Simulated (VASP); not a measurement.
TiSi2, 6 atoms in the cell. The structure is orthorhombic, space group Cmcm (No. 63). Conventional cell: a = 3.454 Å, b = 14.306 Å, c = 3.485 Å, α = 90.00°, β = 90.00°, γ = 90.00°. Within 3.5 Å of Ti (site symmetry m2m) lie 10 Si at 2.53 to 2.89 Å and 6 Ti at 3.43 to 3.48 Å. Si (site symmetry m2m) has 6 Si at 2.43 to 3.24 Å and 6 Ti at 2.53 to 2.89 Å within 3.3 Å. Si (site symmetry m2m) has 8 Si at 2.45 to 3.24 Å and 4 Ti at 2.72 to 2.73 Å within 3.3 Å. 

```yaml
Program: VASP 6.6.1
Task: single point
Functional: PBE
Potentials_or_basis: VASP PAW PBE potentials, release 64 (Ti_sv, Si)
Cutoff: 520 eV
k_mesh: 12 × 12 × 12
Occupations: gaussian, width 0.15 eV
Spin: no spin polarisation
Dipole_correction: no
Further_INCAR_settings: ALGO = Normal; EDIFF = 1e-06; NBANDS = 29
```

Potentials or basis: VASP PAW PBE potentials, release 64 (Ti_sv, Si).

Run with:

```sh
$ cat potpaw_PBE.64/Ti_sv/POTCAR potpaw_PBE.64/Si/POTCAR > POTCAR
$ mpirun -np 1 vasp_std > vasp.out
```

Hardware: 1 thread of AMD EPYC 7R43 64-Core Processor (Zen 3), on a shared host.

**Question.** How long does it take, and how much memory?

**Answer.** Run time: 22 min on 1 thread of AMD EPYC 7R43 64-Core Processor (Zen 3) (shared host), peak memory 0.68 GiB. Counts: scf iterations 14, k points 301.
